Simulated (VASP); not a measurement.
Set up this calculation in VASP 6.6.1, as the native input.

```yaml
Task: single point
Functional: BLYP
Dispersion: D4
Potentials_or_basis: VASP PAW PBE potentials, release 64 (Os_sv_GW)
Cutoff: 560 eV
k_mesh: 11 × 11 × 6
Occupations: fermi-dirac, width 0.05 eV
Spin: no spin polarisation
Dipole_correction: no
Further_INCAR_settings: ALGO = Normal; EDIFF = 1e-06; NBANDS = 23
```

The structure of Os lies in POSCAR:

```
Os
1.0
    2.6782863798      0.0000000000      0.0000000000
   -1.3391431899      2.3194640436      0.0000000000
    0.0000000000      0.0000000000      4.2315181138
Os
2
Direct
    0.6666666667      0.3333333333      0.7500000000
    0.3333333333      0.6666666667      0.2500000000
```

These files were run (other wordings do the same):

INCAR

```
AGGAC = 1.0
AGGAX = 1.0
ALDAC = 0.0
ALDAX = 1.0
ALGO = Normal
EDIFF = 1E-6
ENCUT = 560
GGA = B5
GGA_COMPAT = F
ISIF = 2
ISMEAR = -1
IVDW = 13
LASPH = T
LCHARG = T
LELF = T
LREAL = F
LVHAR = T
LWAVE = F
NBANDS = 23
NELM = 120
PREC = Accurate
SIGMA = 0.05
VDW_A1 = 0.44488865
VDW_A2 = 4.0933009
VDW_S6 = 1.0
VDW_S8 = 2.34076671
```

KPOINTS

```
k-points
0
Gamma
  11 11 6
```

Potentials or basis: VASP PAW PBE potentials, release 64 (Os_sv_GW).

Run with:

```sh
$ cat potpaw_PBE.64/Os_sv_GW/POTCAR > POTCAR
$ mpirun -np 1 vasp_std > vasp.out
```

It gave:

```yaml
Pressure: 43.0 GPa
Band_gap_on_the_k_mesh: zero (bands 16 and 17 overlap by 4.29 eV)
Dispersion_energy_per_atom: -1.421 eV
```

Caveat: the cell stands under pressure; the dispersion term is far too large for a dense solid, which distorts pressure and volume; the PAW data sets were made with another functional, which shifts forces and pressure a little; spin-orbit coupling is left out, which moves the levels of the heavy elements.

Run time: 44 s on 1 thread of Intel(R) Xeon(R) Platinum 8259CL CPU @ 2.50GHz (Skylake/Cascade Lake), on a shared host, peak memory 0.18 GiB.
